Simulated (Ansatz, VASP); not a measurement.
Two plane-wave programs on Zr4Si3

```
CELL_PARAMETERS angstrom
5.29814 0.00000 0.00000
0.00000 5.29814 0.00000
0.00000 0.00000 5.29814
ATOMIC_POSITIONS crystal
Zr 0.00000 0.00000 0.00000
Zr 0.50000 0.00000 0.50000
Zr 0.50000 0.50000 0.00000
Zr 0.00000 0.50000 0.50000
Si 0.50000 0.00000 0.00000
Si 0.00000 0.50000 0.00000
Si 0.00000 0.00000 0.50000
```

Change from the starting cell: built by hand: vacancy-ordered rocksalt (Pm-3m, No. 221).

Alike in both runs: functional PBE; k mesh 4 × 4 × 4; occupations gaussian, width 0.2 eV; no spin polarisation.

Ansatz relaxed the structure, and its values are those at the end. VASP's run is a single point on that final structure, the one shown.

```csv
,VASP,Ansatz
version,VASP 6.6.1,Ansatz 0.2.0
potentials or method,"VASP PAW PBE potentials, release 64 (Zr_sv, Si), cutoff 500 eV","scalar-relativistic, plane waves, PAW"
valence electrons in the cell,60,60
```

|  | VASP | Ansatz | Ansatz less VASP |
| --- | --- | --- | --- |
| gap on the k mesh at the Fermi level (eV) | none | none | - |
| pressure (GPa) | 0.2 | 0.2 | -0.05 |

A gap of «none» marks a metal or a gap that the smearing closes. With one functional, cell and mesh, what is left measures potentials, basis and numerics.
